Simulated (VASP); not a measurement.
Crystal: W.

```xyz
1
Lattice="-1.5611 1.5611 1.5611 1.5611 -1.5611 1.5611 1.5611 1.5611 -1.5611" Properties=species:S:1:pos:R:3 pbc="T T T"
W     0.0000    0.0000    0.0000
```

Base run:

| Property | Result |
| --- | --- |
| Program | VASP 6.6.1 |
| Functional | PBE |
| Potentials or basis | VASP PAW PBE potentials, release 64 (W_sv) |
| Cutoff | 500 eV |
| k mesh | 8 × 8 × 8 |
| Occupations | fermi-dirac, width 0.1 eV |
| Spin | no spin polarisation |

Its results: band gap on the k mesh zero (band 7 reaches 17.51 eV, above the bottom of band 8 at 10.74 eV); pressure 21.5 GPa.

**Question.** The run is repeated on the same cell with these changes: k mesh from 8 × 8 × 8 to 4 × 4 × 4. What comes out?

**Answer.** Band gap on the k mesh zero (band 7 reaches 17.60 eV, above the bottom of band 8 at 10.81 eV); pressure 19.8 GPa.

Caveats: some runs use coarse meshes; spin-orbit coupling is left out, which moves the levels of the heavy elements.
